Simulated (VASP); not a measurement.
# Si: single point with PBE

The system is Si, a slab with vacuum.

```
Si
1.0
     3.99900    0.00000    0.00000
    -1.99950    3.46324    0.00000
     0.00000    0.00000   28.00000
Si
2
Direct
  0.33333 0.66667 0.50255
  0.66667 0.33333 0.49745
```

| Quantity | Value |
| --- | --- |
| Program | VASP 6.6.1 |
| Task | single point |
| Functional | PBE |
| Potentials or basis | VASP PAW PBE potentials, release 64 (Si) |
| Cutoff | 520 eV |
| k mesh | 15 × 15 × 1 |
| Occupations | gaussian, width 0.1 eV |
| Spin | no spin polarisation |
| Dipole correction | yes |
| Further INCAR settings | ALGO = Normal; EDIFF = 1e-07; NBANDS = 11 |

```json
{
 "Largest force": "0.061 eV/Å",
 "Band gap on the k mesh": "zero (filled and empty bands touch)"
}
```

Forces on the atoms (eV/Å):
```
Si   0.000  0.000  0.061
Si   0.000  0.000 -0.061
```

Levels at points of the mesh, in eV from the Fermi level:
```tsv
k point	band 2	band 3	band 4	band 5	band 6	band 7
(0.00, 0.00, 0.00)	-2.90	-1.82	-1.82	0.64	2.49	2.49
```

It took 110 s on 1 thread of Intel(R) Xeon(R) Platinum 8559C (Emerald Rapids) (shared host), peak memory 0.47 GiB.
